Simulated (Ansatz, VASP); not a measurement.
**One calculation of Cu, two programs**

Contents of INCAR:

```
PREC = Accurate
ENCUT = 520
EDIFF = 1E-6
ISMEAR = -1
SIGMA = 0.05
LREAL = F
LASPH = T
NELM = 60
ALGO = Normal
ISIF = 2
LWAVE = F
LCHARG = F
NBANDS = 18
```

File KPOINTS:

```
regular mesh
0
Gamma
  13 13 7
```

The input POSCAR:

```
Cu
1.0
    2.5918971895      0.0000000000      0.0000000000
   -1.2959485896      2.2446488082      0.0000000000
    0.0000000000      0.0000000000      4.2063751327
Cu
2
Direct
    0.3333333333      0.6666666667      0.2500000000
    0.6666666667      0.3333333333      0.7500000000
```

Input for Ansatz:

```yaml
crystal:
  lattice:
    - [2.591897189522149, 0.0, 0.0]
    - [-1.2959485896470289, 2.244648808215568, 0.0]
    - [0.0, 0.0, 4.2063751327254195]
  atoms:
    - { symbol: Cu, position: [0.3333333333333333, 0.6666666666666666, 0.25] }
    - { symbol: Cu, position: [0.6666666666666666, 0.3333333333333333, 0.75] }
basis:
  ecutwfc: 510.0
kpoints:
  mp_grid:
    grid: [13, 13, 7]
hamiltonian:
  xc: lda
scf:
  convergence:
    dr2_threshold: 1.0e-10
  occupations:
    method: fermi_dirac
    width: 0.05
output:
  stress: true
```

Alike in both runs: task single point; functional LDA; k mesh 13 × 13 × 7; occupations fermi-dirac, width 0.05 eV; no spin polarisation.

```csv
,VASP,Ansatz
version,VASP 6.6.1,Ansatz 0.2.0
potentials or method,"VASP PAW LDA potentials, release 64 (Cu), cutoff 520 eV","plane waves, PAW"
valence electrons in the cell,22,38
```

|  | VASP | Ansatz | Ansatz less VASP |
| --- | --- | --- | --- |
| pressure (GPa) | -15.7 | -16.5 | -0.80 |
| traceless stress, the component that is largest in VASP (GPa) | 2.03 | 2.01 | -0.018 |

LDA's correlation is that of Perdew and Zunger in VASP and of Perdew and Wang (1992) in Ansatz. VASP's potentials hold 22 valence electrons a cell and Ansatz's 38, so a difference there can come from the potentials and not from the codes.
